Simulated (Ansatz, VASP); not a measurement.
SrO: VASP beside Ansatz

```
Sr O
1.0
     0.00000    2.56128    2.56128
     2.56128    0.00000    2.56128
     2.56128    2.56128    0.00000
Sr O
1 1
Cartesian
  0.0000 0.0000 0.0000
  2.5613 2.5613 2.5613
```

Alike in both runs: task single point; functional PBEsol; k mesh 6 × 6 × 6; no spin polarisation.

|  | VASP | Ansatz |
| --- | --- | --- |
| version | VASP 6.6.1 | Ansatz 0.2.0 |
| potentials or method | VASP PAW PBE potentials, release 64 (Sr_sv, O), cutoff 600 eV | scalar-relativistic, plane waves, PAW |
| occupations | gaussian, width 0.01 eV | fixed |
| valence electrons in the cell | 16 | 16 |

VASP gave:

* gap on the k mesh at the Fermi level (eV): 3.15
* least direct gap on the mesh (eV): 3.23
* pressure (GPa): 0.6

**Question.** Estimate Ansatz's values.

**Answer.** gap on the k mesh at the Fermi level (eV): 3.20; least direct gap on the mesh (eV): 3.27; pressure (GPa): 0.0.

VASP's potentials were made for PBE, not for PBEsol, and Ansatz warns of the same on its side.
